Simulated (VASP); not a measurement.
Runs of VASP 6.6.1 on TaSiO4. The structure is that of space group P6/mmm (No. 191), or close to it. The cells are those of the table. 

```tsv
task	potentials or basis	cell	k mesh	cutoff (eV)	second run	gap on the mesh (eV)	pressure (GPa)	largest force (eV/Å)
single point	VASP PAW PBE potentials, release 64 (Ta_pv, Si, O)	a = 3.478, b = 3.478, c = 6.319 Å, angles 90.0, 90.0, 120.0°, 6 atoms	6 × 6 × 4	520	-	none	112.3	32.22
single point	VASP PAW PBE potentials, release 64 (Ta_sv_GW, Si, O)	a = 3.666, b = 3.666, c = 7.256 Å, angles 90.0, 90.0, 120.0°, 6 atoms	12 × 12 × 6	600	valence_matched	none	0.0	0.12
relaxation of cell and atoms	VASP PAW PBE potentials, release 64 (Ta_pv, Si, O)	relaxed from a = 3.478, b = 3.478, c = 6.319 Å, angles 90.0, 90.0, 120.0°, 6 atoms	6 × 6 × 4	600	-	none	0.1	0.01
single point	VASP PAW PBE potentials, release 64 (Ta_sv_GW, Si, O)	a = 3.478, b = 3.478, c = 6.319 Å, angles 90.0, 90.0, 120.0°, 6 atoms	6 × 6 × 4	600	valence_matched	none	(b)	(a)
single point	VASP PAW PBE potentials, release 64 (Ta_pv, Si, O)	a = 3.665, b = 3.665, c = 7.262 Å, angles 90.0, 90.0, 120.0°, 6 atoms	6 × 6 × 4	520	-	none	0.4	0.11
single point	VASP PAW PBE potentials, release 64 (Ta_pv, Si, O)	a = 3.666, b = 3.666, c = 7.256 Å, angles 90.0, 90.0, 120.0°, 6 atoms	12 × 12 × 6	520	-	none	0.4	0.12
single point	VASP PAW PBE potentials, release 64 (Ta_sv_GW, Si, O)	a = 3.665, b = 3.665, c = 7.262 Å, angles 90.0, 90.0, 120.0°, 6 atoms	6 × 6 × 4	600	valence_matched	none	0.0	0.12
```

Alike in all rows: level PBE; no spin polarisation; smearing gaussian 0.1 eV.

**Question.** Fill in the values left out.

**Answer.** (a) 32.19; (b) 111.6.

Caveats: spin-orbit coupling is left out, which moves the levels of the heavy elements; an odd number of electrons without spin polarisation forces a metal; a magnetic or distorted state may lie lower.

A k mesh can miss the band edges, and the runs leave out spin-orbit coupling on Ta.

A gap of «none» marks levels without a gap at the run's occupations.

The runs don't all hold the same shells in valence.
